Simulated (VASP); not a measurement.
# S in VASP: notebook

S is run at these levels: LDA; tasks: single point.

Everything below comes from runs of VASP 6.6.1. Logs are shortened: lines on timing, memory, paths and dates and some standing lists are left out, and cuts for length are marked.

## 1. The cell of the first run

Symmetry: Fm-3m, No. 225, cubic system. The conventional cell has a = 3.869 Å, b = 3.869 Å, c = 3.869 Å, α = 90.00°, β = 90.00°, γ = 90.00°. Within 3.6 Å of S (site symmetry m-3m) lie 12 S at 2.74 Å.

## 2. Single point, LDA (strain -0.030 along x and y, -0.030 along z)

File INCAR:

```
PREC = Accurate
ENCUT = 520
EDIFF = 1E-7
ISMEAR = 0
SIGMA = 0.15
LREAL = False
LASPH = True
NELM = 60
ALGO = Normal
ISIF = 2
LWAVE = False
LCHARG = True
LELF = True
LVHAR = True
NBANDS = 9
```

File KPOINTS:

```
Automatic mesh
0
Gamma
  20 20 20
```

File POSCAR:

```
S
1.0
    0.0000000000      1.9345198337      1.9345198337
    1.9345198337      0.0000000000      1.9345198337
    1.9345198337      1.9345198337      0.0000000000
S
1
Direct
    0.0000000000      0.0000000000      0.0000000000
```

Potentials or basis: VASP PAW LDA potentials, release 64 (S).

Run with:

```sh
cat potpaw_LDA.64/S/POTCAR > POTCAR
mpirun -np 1 vasp_std > vasp.out
```

OUTCAR:

```text
PREC = Accurate
   ENCUT = 520
   EDIFF = 1E-7
   ISMEAR = 0
   LREAL = False
   LASPH = True
   NELM = 60
   ISIF = 2

 ion  position               nearest neighbor table
   1  0.000  0.000  0.000-

  LATTYP: Found a face centered cubic cell.
 ALAT       =     3.8690396674

  Lattice vectors:

 A1 = (   0.0000000000,   1.9345198337,   1.9345198337)
 A2 = (   1.9345198337,   0.0000000000,   1.9345198337)
 A3 = (   1.9345198337,   1.9345198337,   0.0000000000)

Analysis of symmetry for initial positions (statically):
=====================================================================
 Subroutine PRICEL returns:
 Original cell was already a primitive cell.

 Routine SETGRP: Setting up the symmetry group for a
 face centered cubic supercell.

 Subroutine GETGRP returns: Found 48 space group operations
 (whereof 48 operations were pure point group operations)
 out of a pool of 48 trial point group operations.

The static configuration has the point symmetry O_h .

Analysis of symmetry for dynamics (positions and initial velocities):
=====================================================================
 Subroutine PRICEL returns:
 Original cell was already a primitive cell.

 Routine SETGRP: Setting up the symmetry group for a
 face centered cubic supercell.

 Subroutine GETGRP returns: Found 48 space group operations
 (whereof 48 operations were pure point group operations)
 out of a pool of 48 trial point group operations.

The dynamic configuration has the point symmetry O_h .

 Subroutine INISYM returns: Found 48 space group operations
 (whereof 48 operations are pure point group operations),
 and found     1 'primitive' translations

----------------------------------------------------------------------------------------

                                     Primitive cell

  volume of cell :      14.4794

  direct lattice vectors                    reciprocal lattice vectors
     0.000000000  1.934519834  1.934519834    -0.258462070  0.258462070  0.258462070
     1.934519834  0.000000000  1.934519834     0.258462070 -0.258462070  0.258462070
     1.934519834  1.934519834  0.000000000     0.258462070  0.258462070 -0.258462070

  length of vectors
     2.735824185  2.735824185  2.735824185     0.447669436  0.447669436  0.447669436

  position of ions in fractional coordinates (direct lattice)
     0.000000000  0.000000000  0.000000000

  ion indices of the primitive-cell ions
   primitive index   ion index
                 1           1

----------------------------------------------------------------------------------------

 KPOINTS: Automatic mesh

Automatic generation of k-mesh.
 Grid dimensions read from file:
 generate k-points for:   20   20   20

 Generating k-lattice:

  Cartesian coordinates                     Fractional coordinates (reciprocal lattice)
    -0.012923103  0.012923103  0.012923103     0.050000000  0.000000000  0.000000000
     0.012923103 -0.012923103  0.012923103     0.000000000  0.050000000  0.000000000
     0.012923103  0.012923103 -0.012923103     0.000000000  0.000000000  0.050000000

  Length of vectors
     0.022383472  0.022383472  0.022383472

  Shift w.r.t. Gamma in fractional coordinates (k-lattice)
     0.000000000  0.000000000  0.000000000

 Subroutine IBZKPT returns following result:
 ===========================================

 Found    256 irreducible k-points:

 Following reciprocal coordinates:
            Coordinates               Weight
  0.000000  0.000000  0.000000      1.000000
  0.050000  0.000000  0.000000      8.000000
  0.100000  0.000000  0.000000      8.000000
  0.150000  0.000000  0.000000      8.000000
  0.200000  0.000000  0.000000      8.000000
  0.250000  0.000000  0.000000      8.000000
[... 16 lines left out ...]
 -0.400000  0.050000  0.000000     24.000000
 -0.350000  0.050000  0.000000     24.000000
 [... further k-points ...]
   k-points           NKPTS =    256   k-points in BZ     NKDIM =    256   number of bands    NBANDS=      9
   number of dos      NEDOS =    301   number of ions     NIONS =      1
   total plane-waves  NPLWV =   8000
   dimension x,y,z NGX =    20 NGY =   20 NGZ =   20
   dimension x,y,z NGXF=    40 NGYF=   40 NGZF=   40
   ions per type =               1
   NGX,Y,Z   is equivalent  to a cutoff of  12.15, 12.15, 12.15 a.u.
   NGXF,Y,Z  is equivalent  to a cutoff of  24.31, 24.31, 24.31 a.u.
 SYSTEM =  unknown system
   PREC   = accura    normal or accurate (medium, high low for compatibility)
   ISTART =      0    job   : 0-new  1-cont  2-samecut
   ICHARG =      2    charge: 1-file 2-atom 10-const
   ISPIN  =      1    spin polarized calculation?
   LNONCOLLINEAR =      F non collinear calculations
   LSORBIT =      F    spin-orbit coupling
   LASPH  =      T    aspherical Exc in radial PAW
   ENCUT  =  520.0 eV  38.22 Ry    6.18 a.u.   5.09  5.09  5.09*2*pi/ulx,y,z
   NELM   =     60;   NELMIN=  2; NELMDL= -5     # of ELM steps
   EDIFF  = 0.1E-06   stopping-criterion for ELM
   LREAL  =      F    real-space projection
   EDIFFG = 0.1E-05   stopping-criterion for IOM
   NSW    =      0    number of steps for IOM
   IBRION =     -1    ionic relax: 0-MD 1-quasi-New 2-CG
   NFREE  =      0    steps in history (QN), initial steepest desc. (CG)
   ISIF   =      2    stress and relaxation
   ISYM   =      2    0-nonsym 1-usesym 2-fastsym
   POTIM  = 0.5000    time-step for ionic-motion
   TEBEG  =    0.0;   TEEND  =   0.0 temperature during run
   PSTRESS=    0.0 pullay stress
   NELECT =       6.0000    total number of electrons
   NUPDOWN=      -1.0000    fix difference up-down
   EMIN   =  10.00;   EMAX   =-10.00  energy-range for DOS
   EFERMI =   0.00;   METHOD = LEGACY
   ISMEAR =     0;   SIGMA  =   0.15  broadening in eV -4-tet -1-fermi 0-gaus
   EFERMI_NEDOS =   21; number of points for ismear=-14 and -15
   IALGO  =     38    algorithm
   IMIX   =      4    mixing-type and parameters
     AMIX     =   0.40;   BMIX     =  1.00
     AMIX_MAG =   1.60;   BMIX_MAG =  1.00
  volume/ion in A,a.u.               =      14.48        97.71
  Fermi-wavevector in a.u.,A,eV,Ry     =   1.220512  2.306433 20.267913  1.489650
  Thomas-Fermi vector in A             =   2.355727
   LORBIT       =      0    0 simple, 1 ext, 2 COOP (PROOUT), +10 PAW based schemes
   GGA     = CA    functional components
   LHFCALC =     F    Hartree Fock is set to
   AEXX    =    0.0000 exact exchange contribution
   IVDW    =     0    specifies the selected vdW correction
   LEPSILON=     F    determine dielectric tensor
   LRPA    =     F    only Hartree local field effects (RPA)
 non-spin polarized calculation
 Gauss-broadening in eV      SIGMA  =   0.15
  energy-cutoff  :      520.00
  volume of cell :       14.48
 maximum number of plane-waves:       399
   NGX = 11   NGY = 11   NGZ = 11

 number of electron       5.9999998 magnetization

 Free energy of the ion-electron system (eV)
  ---------------------------------------------------
  ext. energy  EPLUGINS =         0.00000000
  ---------------------------------------------------
  free energy    TOTEN  =        -3.69388046 eV

  energy without entropy =       -3.68580504  energy(sigma->0) =       -3.68984275

 E-fermi :   8.6986     XC(G=0): -11.7628

 val. band max:        8.6937950595   @ k =   0.3500   0.3000   0.0000
 cond. band min:       8.7093862988   @ k =   0.4000   0.3000   0.0500
 fundamental gap:      0.0155912393
 Fermi energy:         8.6985985947

 k-point     1 :       0.0000    0.0000    0.0000
  band No.  band energies     occupation
      1      -8.9084      2.00000
      2      12.3821      0.00000
      3      12.3821      0.00000
      4      12.3821      0.00000
      5      20.8529      0.00000
      6      20.8529      0.00000
      7      20.8529      0.00000
      8      24.3909      0.00000
      9      26.6560      0.00000

 k-point     2 :       0.0500    0.0000    0.0000
  band No.  band energies     occupation
      1      -8.8435      2.00000
      2      11.9940      0.00000
      3      12.3276      0.00000
      4      12.3276      0.00000
      5      20.7501      0.00000
      6      20.9727      0.00000
      7      20.9727      0.00000
      8      24.5857      0.00000
      9      26.4359      0.00000

 k-point     3 :       0.1000    0.0000    0.0000
  band No.  band energies     occupation
      1      -8.6493      2.00000
      2      10.9628      0.00000
      3      12.1777      0.00000
      4      12.1777      0.00000
      5      20.4586      0.00000
      6      21.2878      0.00000
      7      21.2878      0.00000
      8      25.1523      0.00000
      9      25.9319      0.00000

 k-point     4 :       0.1500    0.0000    0.0000
  band No.  band energies     occupation
      1      -8.3278      2.00000
      2       9.5449      0.00000
      3      11.9659      0.00000
      4      11.9659      0.00000
      5      20.0608      0.00000
      6      21.6455      0.00000
      7      21.6455      0.00000
      8      25.4818      0.00000
      9      25.4832      0.00000
[... 205 lines left out ...]
 k-point    22 :      -0.4500    0.0500    0.0000
  band No.  band energies     occupation
      1      -4.2670      2.00000
      2       0.6827      2.00000
      3      10.4852      0.00000
      4      10.8797      0.00000
      5      18.7361      0.00000
      6      19.8188      0.00000
      7      20.1789      0.00000
      8      26.5995      0.00000
      9      30.6688      0.00000

 k-point    23 :      -0.4000    0.0500    0.0000
  band No.  band energies     occupation
      1      -4.8432      2.00000
      2       1.5230      2.00000
      3      10.4627      0.00000
      4      11.0270      0.00000
      5      18.8197      0.00000
      6      20.0665      0.00000
      7      20.2659      0.00000
      8      26.7589      0.00000
      9      29.4393      0.00000

 k-point    24 :      -0.3500    0.0500    0.0000
  band No.  band energies     occupation
      1      -5.5982      2.00000
      2       2.7628      2.00000
      3      10.5031      0.00000
      4      11.2152      0.00000
      5      18.9560      0.00000
      6      20.4547      0.00000
      7      20.5002      0.00000
      8      26.9601      0.00000
      9      28.0322      0.00000

 [... further k-points ...]

------------------------ aborting loop because EDIFF is reached ----------------------------------------

  FORCE on cell =-STRESS in cart. coord.  units (eV):
  Direction    XX          YY          ZZ          XY          YZ          ZX
  --------------------------------------------------------------------------------------
  -------------------------------------------------------------------------------------
  Total        0.1477956      0.1477956      0.1477956      0.0000000     -0.0000000     -0.0000000
  in kB       16.3539469     16.3539469     16.3539469      0.0000000     -0.0000000     -0.0000000
  external PRESSURE =      16.3539469 kB  Pullay stress =       0.0000000 kB

 VOLUME and BASIS-vectors are now :
 -----------------------------------------------------------------------------
  energy-cutoff  :      520.00
  volume of cell :       14.48
      direct lattice vectors                 reciprocal lattice vectors
     0.000000000  1.934519834  1.934519834    -0.258462070  0.258462070  0.258462070
     1.934519834  0.000000000  1.934519834     0.258462070 -0.258462070  0.258462070
     1.934519834  1.934519834  0.000000000     0.258462070  0.258462070 -0.258462070

 POSITION                                       TOTAL-FORCE (eV/Angst)
 -----------------------------------------------------------------------------------
      0.00000      0.00000      0.00000        -0.000000     -0.000000      0.000000
 -----------------------------------------------------------------------------------
    total drift:                               -0.000000      0.000000     -0.000000

  FREE ENERGIE OF THE ION-ELECTRON SYSTEM (eV)
  ---------------------------------------------------
  free  energy   TOTEN  =        -3.6938804649 eV

  energy  without entropy=       -3.6858050408  energy(sigma->0) =       -3.68984275
```

Run time: 19 s. Hardware: 1 thread of Intel Xeon 8259CL, shared host; peak memory 0.13 GiB.

What came out:

```
Free energy            : -3.6939 eV
Pressure               : 1.6 GPa
Band gap on the k mesh : zero (band 3 reaches 12.38 eV, above the bottom of band 4 at 5.72 eV)
```

Caveat: the cell differs from its parent crystal (strain -0.030 along x and y, -0.030 along z).

## 3. Single point, LDA (strain +0.030 along x and y, +0.030 along z)

File INCAR:

```
SYSTEM = S
ALGO     = Normal         ! electronic algorithm
EDIFF    = 1E-6           ! SCF threshold, eV
ENCUT    = 520            ! plane-wave cutoff, eV
GGA      = CA             ! functional
ISIF     = 2              ! what is computed and relaxed
ISMEAR   = 0              ! smearing method
LASPH    = .TRUE.         ! aspherical terms in the spheres
LCHARG   = .FALSE.        ! write CHGCAR
LREAL    = .FALSE.        ! projectors in reciprocal space
LWAVE    = .FALSE.        ! write WAVECAR
NBANDS   = 9              ! bands
NELM     = 100            ! most SCF steps
PREC     = Accurate       ! precision mode
SIGMA    = 0.15           ! smearing width, eV
```

File KPOINTS:

```
k-points
0
G
  20 20 20
  0 0 0
```

File POSCAR:

```
S
1.0
    0.0000000000      2.0541808543      2.0541808543
    2.0541808543      0.0000000000      2.0541808543
    2.0541808543      2.0541808543      0.0000000000
S
1
Direct
    0.0000000000      0.0000000000      0.0000000000
```

Potentials or basis: VASP PAW LDA potentials, release 64 (S).

Run with:

```sh
cat potpaw_LDA.64/S/POTCAR > POTCAR
mpirun -np 1 vasp_std > vasp.out
```

Run time: 21 s. Hardware: 1 thread of Intel Xeon 8259CL, shared host; peak memory 0.14 GiB.

The run converged. Its results:

| Item | Value |
| --- | --- |
| Free energy | -3.5843 eV |
| Pressure | -11.8 GPa |
| Band gap on the k mesh | zero (band 3 reaches 8.81 eV, above the bottom of band 4 at 3.89 eV) |

Levels at points of the mesh, in eV from the Fermi level:
```tsv
k point	band 1	band 2	band 3	band 4	band 5	band 6	band 7
(0.00, 0.00, 0.00)	-15.79	2.75	2.75	2.75	12.07	12.07	12.07
(0.50, 0.00, 0.00)	-12.22	-6.66	1.63	1.63	9.12	11.34	11.34
(0.50, 0.50, 0.00)	-10.83	-5.76	-0.75	-0.75	5.52	6.23	21.15
```

Caveat: the cell differs from its parent crystal (strain +0.030 along x and y, +0.030 along z).

[end of part 1 of 2]
